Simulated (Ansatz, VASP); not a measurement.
One calculation of In2Sb, two programs

Contents of INCAR:

```
ALGO     = Fast           # electronic algorithm
EDIFF    = 1E-6           # SCF threshold, eV
ENCUT    = 520            # plane-wave cutoff, eV
GGA      = PS             # functional
ISIF     = 2              # what is computed and relaxed
ISMEAR   = 0              # smearing method
LASPH    = T              # aspherical terms in the spheres
LCHARG   = F              # write CHGCAR
LREAL    = F              # projectors in reciprocal space
LWAVE    = F              # write WAVECAR
NBANDS   = 40             # bands
NELM     = 100            # most SCF steps
PREC     = Accurate       # precision mode
SIGMA    = 0.1            # smearing width, eV
```

File KPOINTS:

```
k-points
0
Gamma
  3 3 2
```

The input POSCAR:

```
In2Sb
1.0
    5.3799042018      0.0000000000      0.0000000000
   -2.6899521009      4.6591337087      0.0000000000
    0.0000000000      0.0000000000      6.7225520000
In Sb
4 2
Direct
    0.6666666667      0.3333333333      0.2500000000
    0.3333333333      0.6666666667      0.7500000000
    0.0000000000      0.0000000000      0.5000000000
    0.0000000000      0.0000000000      0.0000000000
    0.6666666667      0.3333333333      0.7500000000
    0.3333333333      0.6666666667      0.2500000000
```

Input for Ansatz:

```yaml
crystal:
  lattice:
    - [5.3799042018, 0.0, 0.0]
    - [-2.6899521009, 4.6591337087, 0.0]
    - [0.0, 0.0, 6.722552]
  atoms:
    - { symbol: In, position: [0.6666666667, 0.3333333333, 0.25] }
    - { symbol: In, position: [0.3333333333, 0.6666666667, 0.75] }
    - { symbol: In, position: [0.0, 0.0, 0.5] }
    - { symbol: In, position: [0.0, 0.0, 0.0] }
    - { symbol: Sb, position: [0.6666666667, 0.3333333333, 0.75] }
    - { symbol: Sb, position: [0.3333333333, 0.6666666667, 0.25] }
basis:
  ecutwfc: 420
kpoints:
  mp_grid: { grid: [3, 3, 2] }
hamiltonian:
  xc: pbesol
scf:
  occupations: { method: gaussian, width: 0.1 }
output:
  forces: true
  stress: true
  eigenvalues: true
```

Alike in both runs: task single point; functional PBEsol; k mesh 3 × 3 × 2; occupations gaussian, width 0.1 eV; no spin polarisation.

```csv
,VASP,Ansatz
version,VASP 6.6.1,Ansatz 0.2.0
potentials or method,"VASP PAW PBE potentials, release 64 (In_d, Sb), cutoff 520 eV","scalar-relativistic, plane waves, PAW"
valence electrons in the cell,62,82
```

|  | VASP | Ansatz | Ansatz less VASP |
| --- | --- | --- | --- |
| gap on the k mesh at the Fermi level (eV) | none | none | - |
| pressure (GPa) | -2.8 | -2.8 | +0.02 |
| traceless stress, the component that is largest in VASP (GPa) | 2.71 | 2.71 | -0.003 |

VASP's potentials were made for PBE, not for PBEsol. A gap of «none» marks a metal or a gap that the smearing closes. With one functional, cell and mesh, what is left measures potentials, basis and numerics. VASP's potentials hold 62 valence electrons a cell and Ansatz's 82, so a difference there can come from the potentials and not from the codes.

The k mesh is coarse, so the values compare programs but aren't converged. Neither program's run includes spin-orbit coupling.
